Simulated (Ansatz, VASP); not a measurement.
# MnO2 in VASP and in Ansatz

File INCAR:

```
SYSTEM = MnO2
PREC     = Accurate       ! precision mode
ENCUT    = 520            ! plane-wave cutoff, eV
EDIFF    = 1E-7           ! SCF threshold, eV
ISMEAR   = -1             ! smearing method
SIGMA    = 0.01           ! smearing width, eV
LREAL    = .FALSE.        ! projectors in reciprocal space
LASPH    = .TRUE.         ! aspherical terms in the spheres
NELM     = 100            ! most SCF steps
ALGO     = Normal         ! electronic algorithm
ISIF     = 2              ! what is computed and relaxed
LWAVE    = .FALSE.        ! write WAVECAR
LCHARG   = .FALSE.        ! write CHGCAR
GGA      = PE             ! functional
NBANDS   = 34             ! bands
```

The input KPOINTS:

```
Automatic mesh
0
G
  5 5 7
  0 0 0
```

The input POSCAR:

```
MnO2
1.0
    4.3983000000      0.0000000000      0.0000000000
    0.0000000000      4.3983000000      0.0000000000
    0.0000000000      0.0000000000      2.8730000000
Mn O
2 4
Direct
    0.0000000000      0.0000000000      0.0000000000
    0.5000000000      0.5000000000      0.5000000000
    0.3051500000      0.3051500000      0.0000000000
    0.1948500000      0.8051500000      0.5000000000
    0.6948500000      0.6948500000      0.0000000000
    0.8051500000      0.1948500000      0.5000000000
```

Input for Ansatz:

```yaml
crystal:
  lattice:
    - [4.3983, 0.0, 0.0]
    - [0.0, 4.3983, 0.0]
    - [0.0, 0.0, 2.873]
  atoms:
    - { symbol: Mn, position: [0.0, 0.0, 0.0] }
    - { symbol: Mn, position: [0.5, 0.5, 0.5] }
    - { symbol: O, position: [0.30515, 0.30515, 0.0] }
    - { symbol: O, position: [0.19485, 0.80515, 0.5] }
    - { symbol: O, position: [0.69485, 0.69485, 0.0] }
    - { symbol: O, position: [0.80515, 0.19485, 0.5] }
hamiltonian:
  xc: pbe
  pseudopotentials: { kind: paw }
basis:
  ecutwfc: 420
kpoints:
  mp_grid: { grid: [5, 5, 7] }
scf:
  occupations: { method: fermi_dirac, width: 0.01 }
  lower_state_search: "off"
  algorithm: density_mixing
  max_iter: 50
  mixing: {}
output:
  forces: true
  stress: true
```

Alike in both runs: task single point; functional PBE; k mesh 5 × 5 × 7; occupations fermi-dirac, width 0.01 eV; no spin polarisation.

```csv
,VASP,Ansatz
version,VASP 6.6.1,Ansatz 0.2.0
potentials or method,"VASP PAW PBE potentials, release 64 (Mn_pv, O), cutoff 520 eV","PAW, plane waves, scalar-relativistic"
valence electrons in the cell,50,54
```

```tsv
	VASP	Ansatz	Ansatz less VASP
pressure (GPa)	-5.4	-6.4	-0.99
traceless stress, the component that is largest in VASP (GPa)	-4.56	-4.93	-0.365
rms of the force components (eV/Å)	0.161	0.148	-0.0124
```

Atom by atom the forces differ by 0.012 eV/Å (rms over components). VASP's potentials hold 50 valence electrons a cell and Ansatz's 54, so a difference there can come from the potentials and not from the codes.
